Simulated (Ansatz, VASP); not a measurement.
One calculation of Br, two programs

```
Br
1.0
     4.24158   -0.03160    0.06775
     1.76283    4.91961    0.05823
     0.64880    2.25928    5.82537
Br
3
Direct
  0.70650 0.18797 0.81176
  0.29350 0.81203 0.18824
  0.00000 0.50000 0.50000
```

Alike in both runs: functional PBE; k mesh 12 × 10 × 8; occupations gaussian, width 0.1 eV; no spin polarisation.

Ansatz relaxed the structure, and its values are those at the end. VASP's run is a single point on that final structure, the one shown.

```csv
,VASP,Ansatz
version,VASP 6.6.1,Ansatz 0.2.0
potentials or method,"VASP PAW PBE potentials, release 64 (Br), cutoff 520 eV","scalar-relativistic, plane waves, PAW"
valence electrons in the cell,21,21
```

```csv
,VASP,Ansatz,Ansatz less VASP
gap on the k mesh at the Fermi level (eV),none,none,-
pressure (GPa),0.0,0.0,0.00
```

A gap of «none» marks a metal or a gap that the smearing closes.
